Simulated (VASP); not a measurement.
Tc, 2 atoms in the cell. It takes space group P6_3/mmc (No. 194, hexagonal). Conventional cell: a = 2.740 Å, b = 2.740 Å, c = 4.398 Å, α = 90.00°, β = 90.00°, γ = 120.00°. Tc (site symmetry -6m2) has 12 Tc at 2.71 to 2.74 Å within 3.6 Å. 

| Item | Value |
| --- | --- |
| Program | VASP 6.6.1 |
| Task | single point |
| Functional | PBE |
| Potentials or basis | VASP PAW PBE potentials, release 64 (Tc_pv) |
| Cutoff | 520 eV |
| k mesh | 6 × 6 × 4 |
| Occupations | fermi-dirac, width 0.05 eV |
| Spin | no spin polarisation |
| Dipole correction | no |
| Further INCAR settings | ALGO = Normal; EDIFF = 1e-07; NBANDS = 20 |

Potentials or basis: VASP PAW PBE potentials, release 64 (Tc_pv).

Launch:

```sh
$ cat potpaw_PBE.64/Tc_pv/POTCAR > POTCAR
$ mpirun -np 1 vasp_std > vasp.out
```

Hardware: 1 thread of Intel(R) Xeon(R) Platinum 8559C (Emerald Rapids), on a shared host.

Estimate the wall time of this run.

Wall time 6.1 s on 1 thread of Intel(R) Xeon(R) Platinum 8559C (Emerald Rapids), with other jobs on the host, peak memory 0.14 GiB. Counts: scf iterations 12, k points 21.
